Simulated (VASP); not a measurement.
ZnPt, 2 atoms in the cell. It takes space group Cmmm (No. 65, orthorhombic). Conventional cell: a = 4.010 Å, b = 4.091 Å, c = 3.510 Å, α = 90.00°, β = 90.00°, γ = 90.00°. Within 3.6 Å of Zn (site symmetry mmm) lie 8 Pt at 2.66 to 2.70 Å and 6 Zn at 2.86 to 3.51 Å. Within 3.6 Å of Pt (site symmetry mmm) lie 8 Zn at 2.66 to 2.70 Å and 6 Pt at 2.86 to 3.51 Å.  This cell differs from its parent crystal: strain -0.0200 x Voigt [0, 0, 0, 0, 0, 1].

```yaml
Program: VASP 6.6.1
Task: single point
Functional: PBEsol
Potentials_or_basis: VASP PAW PBE potentials, release 64 (Zn, Pt)
Cutoff: 520 eV
k_mesh: 16 × 16 × 14
Occupations: gaussian, width 0.15 eV
Spin: no spin polarisation
Dipole_correction: no
Further_INCAR_settings: ALGO = Fast; EDIFF = 1e-07; NBANDS = 18
```

Potentials or basis: VASP PAW PBE potentials, release 64 (Zn, Pt).

Launch:

```console
$ cat potpaw_PBE.64/Zn/POTCAR potpaw_PBE.64/Pt/POTCAR > POTCAR
$ mpirun -np 1 vasp_std > vasp.out
```

Hardware: 1 thread of Oxide Virtual Turin-like Processor, with other jobs on the host.

Estimate the wall time of this run.

It took 6.8 min on 1 thread of Oxide Virtual Turin-like Processor, with other jobs on the host, peak memory 0.37 GiB. Counts: scf iterations 15, k points 584.
